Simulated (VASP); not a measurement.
Write the native input for VASP 6.6.1 that does the following.

```
Task                   : single point
Functional             : PBE
Potentials or basis    : VASP PAW PBE potentials, release 64 (Ir, O)
Cutoff                 : 520 eV
k mesh                 : 12 × 12 × 1
Occupations            : gaussian, width 0.1 eV
Spin                   : no spin polarisation
Dipole correction      : yes
Further INCAR settings : ALGO = Normal; EDIFF = 1e-07; NBANDS = 24
```

The structure of Ir3O lies in POSCAR:

```
Ir3O
1.0
    2.7367600872      0.0000000000      0.0000000000
   -1.3683800436      2.3701037596      0.0000000000
    0.0000000000      0.0000000000     19.8425800730
Ir O
3 1
Direct
    0.6666666667      0.3333333334      0.2015866881
    0.3333333333      0.6666666667      0.3110139949
    0.0000000000      0.0000000000      0.4204382718
    0.3333333333      0.1666666666      0.5028181098
```

These files were run (other wordings do the same):

INCAR

```
SYSTEM = Ir3O
  ALGO = Normal
  DIPOL = 0.5 0.5 0.359
  EDIFF = 1E-7
  ENCUT = 520
  GGA = PE
  IDIPOL = 3
  ISIF = 2
  ISMEAR = 0
  LASPH = .TRUE.
  LCHARG = .FALSE.
  LDIPOL = .TRUE.
  LREAL = .FALSE.
  LWAVE = .FALSE.
  NBANDS = 24
  NELM = 100
  PREC = Accurate
  SIGMA = 0.1
```

KPOINTS

```
k-points
0
G
  12 12 1
  0 0 0
```

Potentials or basis: VASP PAW PBE potentials, release 64 (Ir, O).

Run with:

```sh
$ cat potpaw_PBE.64/Ir/POTCAR potpaw_PBE.64/O/POTCAR > POTCAR
$ mpirun -np 1 vasp_std > vasp.out
```

Results of the run:

```json
{
 "Largest force": "0.607 eV/Å",
 "Band gap on the k mesh": "zero (an odd number of electrons rules out a gap without spin polarisation)"
}
```

Caveat: spin-orbit coupling is left out, which moves the levels of the heavy elements.

Wall time 2.7 min on 1 thread of Intel(R) Xeon(R) Platinum 8488C (Sapphire Rapids), on a shared host, peak memory 0.31 GiB.
